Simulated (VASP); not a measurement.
Here is a VASP 6.6.1 calculation.

INCAR

```
SYSTEM = SnTe3
  ALGO = Normal
  EDIFF = 1E-6
  ENCUT = 520
  GGA = PS
  ISIF = 2
  ISMEAR = -1
  LASPH = .TRUE.
  LCHARG = .FALSE.
  LREAL = .FALSE.
  LWAVE = .FALSE.
  NBANDS = 24
  NELM = 80
  PREC = Accurate
  SIGMA = 0.05
```

Contents of KPOINTS:

```
k-points
0
G
  6 6 6
  0 0 0
```

The input POSCAR:

```
SnTe3
1.0
    0.0000000000      3.7896718940      3.7896718940
    3.7896718940      0.0000000000      3.7896718940
    3.7896718940      3.7896718940      0.0000000000
Te Sn
3 1
Direct
    0.5000000000      0.5000000000      0.5000000000
    0.7500000000      0.7500000000      0.7500000000
    0.2500000000      0.2500000000      0.2500000000
    0.0000000000      0.0000000000      0.0000000000
```

Potentials or basis: VASP PAW PBE potentials, release 64 (Te, Sn_d).

Run with:

```sh
$ cat potpaw_PBE.64/Te/POTCAR potpaw_PBE.64/Sn_d/POTCAR > POTCAR
$ mpirun -np 1 vasp_std > vasp.out
```

Question: Predict the pressure.

Answer: 0.0 GPa.

Question: What does it give for the band gap on the k mesh?

Answer: Zero (band 16 reaches 8.73 eV, above the bottom of band 17 at 6.32 eV).

Caveat: the PAW data sets were made with another functional, which shifts forces and pressure a little; spin-orbit coupling is left out, which moves the levels of the heavy elements.
